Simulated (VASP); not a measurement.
Runs of VASP 6.6.1 on MgS. The structure is that of space group P6_3/mmc (No. 194), or close to it. The cells are those of the table. 

```tsv
level	cell	smearing	gap on the mesh (eV)	pressure (GPa)
r2SCAN	a = 3.594, b = 3.594, c = 6.147 Å, angles 90.0, 90.0, 120.0°, 4 atoms	gaussian 0.01 eV	4.01	1.9
PBE	a = 3.584, b = 3.584, c = 6.043 Å, angles 90.0, 90.0, 120.0°, 4 atoms	fermi-dirac 0.02 eV	3.49	(b)
r2SCAN	a = 3.584, b = 3.584, c = 6.043 Å, angles 90.0, 90.0, 120.0°, 4 atoms	gaussian 0.01 eV	4.13	4.0
PBE	a = 3.594, b = 3.594, c = 6.147 Å, angles 90.0, 90.0, 120.0°, 4 atoms	fermi-dirac 0.02 eV	3.38	(a)
```

Alike in all rows: task single point; potentials or basis VASP PAW PBE potentials, release 64 (Mg, S); no spin polarisation; k mesh 12 × 12 × 4; cutoff (eV) 520.

Task: Fill in the values left out.

Result: (a) 3.2; (b) 5.4.

Caveats: the PAW data sets were made with another functional, which shifts forces and pressure a little (some runs).

A k mesh can miss the band edges.
